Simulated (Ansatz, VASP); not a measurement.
## AlN: VASP beside Ansatz

Contents of INCAR:

```
SYSTEM = AlN
PREC     = Accurate       ! precision mode
ENCUT    = 520            ! plane-wave cutoff, eV
EDIFF    = 1E-6           ! SCF threshold, eV
ISMEAR   = -1             ! smearing method
SIGMA    = 0.08           ! smearing width, eV
LREAL    = .False.        ! projectors in reciprocal space
LASPH    = .True.         ! aspherical terms in the spheres
NELM     = 60             ! most SCF steps
ALGO     = Normal         ! electronic algorithm
ISIF     = 2              ! what is computed and relaxed
LWAVE    = .False.        ! write WAVECAR
LCHARG   = .False.        ! write CHGCAR
GGA      = PE             ! functional
NBANDS   = 16             ! bands
```

Contents of KPOINTS:

```
regular mesh
0
Gamma
  12 12 7
  0 0 0
```

The input POSCAR:

```
AlN
1.0
    2.8556726522      0.0000000000      0.0000000000
   -1.4278363260      2.4730850617      0.0000000000
    0.0000000000      0.0000000000      4.8830904603
Al N
2 2
Direct
    0.0000000000      0.0000000000      0.0000000000
    0.0000000000      0.0000000000      0.5000000000
    0.3333333333      0.6666666667      0.2500000000
    0.6666666667      0.3333333333      0.7500000000
```

Input for Ansatz:

```yaml
crystal:
  lattice:
    - [2.8556726522, 0.0, 0.0]
    - [-1.427836326, 2.4730850617, 0.0]
    - [0.0, 0.0, 4.8830904603]
  atoms:
    - { symbol: Al, position: [0.0, 0.0, 0.0] }
    - { symbol: Al, position: [0.0, 0.0, 0.5] }
    - { symbol: "N", position: [0.3333333333, 0.6666666667, 0.25] }
    - { symbol: "N", position: [0.6666666667, 0.3333333333, 0.75] }
kpoints:
  mp_grid: { grid: [12, 12, 7] }
scf:
  occupations: { method: fermi_dirac, width: 0.08 }
hamiltonian:
  xc: pbe
  pseudopotentials: { kind: all_electron, lapw: { basis_error: 0.0005 } }
output:
  forces: true
  stress: true
  eigenvalues: true
  populations: true
```

Alike in both runs: task single point; functional PBE; k mesh 12 × 12 × 7; occupations fermi-dirac, width 0.08 eV; no spin polarisation.

|  | VASP | Ansatz |
| --- | --- | --- |
| version | VASP 6.6.1 | Ansatz 0.2.0 |
| potentials or method | VASP PAW PBE potentials, release 64 (Al, N), cutoff 520 eV | all-electron LAPW, scalar-relativistic |

VASP gave:

* gap on the k mesh at the Fermi level (eV): 4.74
* pressure (GPa): -0.3
* traceless stress, the component that is largest in VASP (GPa): -0.10

Question: Which values does Ansatz return?

Answer: gap on the k mesh at the Fermi level (eV): 4.75; pressure (GPa): 0.0; traceless stress, the component that is largest in VASP (GPa): -0.01.

Ansatz ran all-electron here, and VASP with PAW potentials.
